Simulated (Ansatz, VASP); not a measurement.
## Zr: VASP beside Ansatz

Contents of INCAR:

```
PREC     = Accurate       # precision mode
ENCUT    = 520            # plane-wave cutoff, eV
EDIFF    = 1E-7           # SCF threshold, eV
ISMEAR   = -5             # smearing method
SIGMA    = 0.1            # smearing width, eV
LREAL    = False          # projectors in reciprocal space
LASPH    = True           # aspherical terms in the spheres
NELM     = 60             # most SCF steps
ALGO     = Normal         # electronic algorithm
ISIF     = 2              # what is computed and relaxed
LWAVE    = False          # write WAVECAR
LCHARG   = True           # write CHGCAR
GGA      = PE             # functional
LELF     = True           # ELF
LVHAR    = True         
NBANDS   = 12             # bands
```

File KPOINTS:

```
Automatic mesh
0
Gamma
  10 10 10
```

Contents of POSCAR:

```
Zr
1.0
    0.0000000000      2.2646202716      2.2646202716
    2.2646202716      0.0000000000      2.2646202716
    2.2646202716      2.2646202716      0.0000000000
Zr
1
Direct
    0.0000000000      0.0000000000      0.0000000000
```

Input for Ansatz:

```yaml
crystal:
  lattice:
    - [0.0, 2.2646202716, 2.2646202716]
    - [2.2646202716, 0.0, 2.2646202716]
    - [2.2646202716, 2.2646202716, 0.0]
  atoms:
    - { symbol: Zr, position: [0.0, 0.0, 0.0] }
basis:
  ecutwfc: 420
kpoints:
  mp_grid: { grid: [10, 10, 10] }
hamiltonian:
  xc: pbe
scf:
  occupations: { method: tetrahedron }
output:
  forces: true
  stress: true
  eigenvalues: true
```

Alike in both runs: task single point; functional PBE; k mesh 10 × 10 × 10; occupations tetrahedron; no spin polarisation.

|  | VASP | Ansatz |
| --- | --- | --- |
| version | VASP 6.6.1 | Ansatz 0.2.0 |
| potentials or method | VASP PAW PBE potentials, release 64 (Zr_sv), cutoff 520 eV | scalar-relativistic, plane waves, PAW |
| valence electrons in the cell | 12 | 12 |

|  | VASP | Ansatz | Ansatz less VASP |
| --- | --- | --- | --- |
| gap on the k mesh at the Fermi level (eV) | none | none | - |
| pressure (GPa) | -0.1 | -0.1 | -0.02 |

A gap of «none» marks a metal or a gap that the smearing closes. The functional is the same, so the differences come from potentials, cutoffs and numerics. Ansatz's warnings: band table not solved further, tetrahedron derivatives may miss energy slope.
